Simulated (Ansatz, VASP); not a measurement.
Sn in VASP and in Ansatz

```xyz
1
Lattice="-1.9868 1.9868 1.9868 1.9868 -1.9868 1.9868 1.9868 1.9868 -1.9868" Properties=species:S:1:pos:R:3 pbc="T T T"
Sn    0.0000    0.0000    0.0000
```

Alike in both runs: task single point; functional PBE; k mesh 16 × 16 × 16; occupations gaussian, width 0.1 eV; no spin polarisation.

|  | VASP | Ansatz |
| --- | --- | --- |
| version | VASP 6.6.1 | Ansatz 0.2.0 |
| potentials or method | VASP PAW PBE potentials, release 64 (Sn_d), cutoff 520 eV | scalar-relativistic, plane waves, PAW |
| valence electrons in the cell | 14 | 14 |

|  | VASP | Ansatz | Ansatz less VASP |
| --- | --- | --- | --- |
| gap on the k mesh at the Fermi level (eV) | none | none | - |
| pressure (GPa) | -4.5 | -4.4 | +0.06 |

A gap of «none» marks a metal or a gap that the smearing closes.
